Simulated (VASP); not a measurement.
Crystal: Pb.

```
CELL_PARAMETERS angstrom
3.50021 0.00000 0.00000
1.75010 3.03127 0.00000
1.75010 1.01042 2.85791
ATOMIC_POSITIONS crystal
Pb 0.00000 0.00000 0.00000
```

```yaml
Program: VASP 6.6.1
Task: relaxation of volume and atoms at fixed shape
Functional: r2SCAN
Potentials_or_basis: VASP PAW PBE potentials, release 64 (Pb_d)
Cutoff: 600 eV
k_mesh: 9 × 9 × 9
Occupations: methfessel-paxton, width 0.02 eV
Spin: no spin polarisation
```

At the start: pressure 1.2 GPa; volume 30.32 Å³/atom.

Q: Where does the relaxation end?

A: Over 3 steps the energy falls by 2.6 meV/atom and the volume is 31.04 Å³/atom (+2.4 %); space group Fm-3m (No. 225, to 0.1 Å) before and after.

The path:
```csv
step,energy change (eV),largest force (eV/Å),pressure (GPa),volume (Å³)
1,0.0000,0.0000,1.17,30.32
2,-0.0022,0.0000,-0.40,31.31
3,-0.0026,0.0000,0.01,31.04
```

Final structure:
```
CELL_PARAMETERS angstrom
3.52760 0.00000 0.00000
1.76380 3.05499 0.00000
1.76380 1.01833 2.88028
ATOMIC_POSITIONS crystal
Pb 0.00000 0.00000 0.00000
```

Caveat: the PAW data sets were made with another functional, which shifts forces and pressure a little.
